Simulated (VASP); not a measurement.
# KF: electric field gradients with PBEsol

Crystal: KF.

```
K F
1.0
    -0.02673    2.66013    2.66013
     2.66013   -0.02673    2.66013
     2.66013    2.66013   -0.02673
K F
1 1
Direct
  0.00000 0.00000 0.00000
  0.50000 0.50000 0.50000
```

This cell differs from its parent crystal: equal xy, yz and zx shear strains of -1 %.

* Program: VASP 6.6.1
* Task: electric field gradients
* Functional: PBEsol
* Potentials or basis: VASP PAW PBE potentials, release 64 (K_sv, F)
* Cutoff: 520 eV
* k mesh: 9 × 9 × 9
* Occupations: fermi-dirac, width 0.01 eV
* Spin: no spin polarisation
* Dipole correction: no
* Further INCAR settings: ALGO = Normal; EDIFF = 1e-08; NBANDS = 15

| Property | Result |
| --- | --- |
| Pressure | -0.7 GPa |
| Band gap on the k mesh | 6.01 eV |
| Largest electric field gradient by atom | K +2.0; F -0.6 V/Å² |

Stress tensor (GPa, compression positive):
```
-0.68  0.13  0.13
 0.13 -0.68  0.13
 0.13  0.13 -0.68
```

Levels at points of the mesh, in eV from the valence-band top:
| k point | band 5 | band 6 | band 7 | band 8 | band 9 | band 10 | band 11 | band 12 |
| --- | --- | --- | --- | --- | --- | --- | --- | --- |
| (0.00, 0.00, 0.00) | -9.29 | -0.01 | -0.01 | 0.00 | 6.01 | 10.57 | 10.57 | 10.72 |

Electric field gradients, principal values (V/Å²):
```csv
atom,least,middle,greatest (by size)
1 K,-0.980,-0.980,1.960
2 F,0.310,0.310,-0.621
```

Wall time 43 s on 1 thread of Intel(R) Xeon(R) Platinum 8488C (Sapphire Rapids) (shared host), peak memory 0.18 GiB.

Caveat: the cell differs from its parent crystal (equal xy, yz and zx shear strains of -1 %); without QUAD_EFG the Cq values of the log hold for a quadrupole moment of 1 mb, not for the nuclei; the PAW data sets were made with another functional, which shifts forces and pressure a little; an odd mesh through Γ misses points on the zone boundary, where band edges can lie.
